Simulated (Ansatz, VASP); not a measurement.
## Ti4C3 in VASP and in Ansatz

The input INCAR:

```
ALGO = Fast ; EDIFF = 1E-6
EDIFFG = -0.01 ; ENCUT = 600
GGA = PE ; IBRION = 2
ISIF = 3 ; ISMEAR = 0
LASPH = T ; LCHARG = F
LREAL = F ; LWAVE = F
NELM = 80 ; NSW = 100
PREC = Accurate ; SIGMA = 0.1
```

File KPOINTS:

```
k-points
0
Gamma
  10 10 10
```

File POSCAR:

```
Ti4C3
1.0
    4.3102352000      0.0000000000      0.0000000000
    0.0000000000      4.3102352000      0.0000000000
    0.0000000000      0.0000000000      4.3102352000
Ti C
4 3
Direct
    0.5000000000      0.0000000000      0.0000000000
    0.0000000000      0.5000000000      0.0000000000
    0.0000000000      0.0000000000      0.5000000000
    0.5000000000      0.5000000000      0.5000000000
    0.0000000000      0.5000000000      0.5000000000
    0.5000000000      0.0000000000      0.5000000000
    0.5000000000      0.5000000000      0.0000000000
```

Input for Ansatz:

```yaml
crystal:
  lattice:
    - [4.3102352, 0.0, 0.0]
    - [0.0, 4.3102352, 0.0]
    - [0.0, 0.0, 4.3102352]
  atoms:
    - { symbol: Ti, position: [0.5, 0.0, 0.0] }
    - { symbol: Ti, position: [0.0, 0.5, 0.0] }
    - { symbol: Ti, position: [0.0, 0.0, 0.5] }
    - { symbol: Ti, position: [0.5, 0.5, 0.5] }
    - { symbol: C, position: [0.0, 0.5, 0.5] }
    - { symbol: C, position: [0.5, 0.0, 0.5] }
    - { symbol: C, position: [0.5, 0.5, 0.0] }
basis:
  ecutwfc: 420
kpoints:
  mp_grid: { grid: [10, 10, 10] }
hamiltonian:
  xc: pbe
scf:
  occupations: { method: gaussian, width: 0.1 }
output:
  forces: true
  stress: true
  eigenvalues: true
  write_density: true
  write_potential: true
  elf: true
  volumetric_format: npy
relax:
  adjacent_minimum: "off"
  f_tol: 0.01
  max_steps: 80
  cell: { stress_tol: 0.05 }
```

Change from the starting cell: relaxed end of: ordered vacancies on the anion sites of rock salt (Pm-3m, No. 221).

Alike in both runs: task relaxation of cell and atoms; functional PBE; k mesh 10 × 10 × 10; occupations gaussian, width 0.1 eV; no spin polarisation.

|  | VASP | Ansatz |
| --- | --- | --- |
| version | VASP 6.6.1 | Ansatz 0.2.0 |
| potentials or method | VASP PAW PBE potentials, release 64 (Ti_sv, C), cutoff 600 eV | scalar-relativistic, plane waves, PAW |
| valence electrons in the cell | 60 | 60 |

|  | VASP | Ansatz | Ansatz less VASP |
| --- | --- | --- | --- |
| gap on the k mesh at the Fermi level, each at its own relaxed structure (eV) | none | none | - |
| relaxed volume (Å³/atom) | 11.44 | 11.44 | 0.000 |
| relaxed length of the cell vector where the two differ most in proportion (Å) | 4.310 | 4.310 | 0.0000 |

A gap of «none» marks a metal or a gap that the smearing closes.

Noted on VASP's run: the relaxation stopped at its first step, so nothing moved.
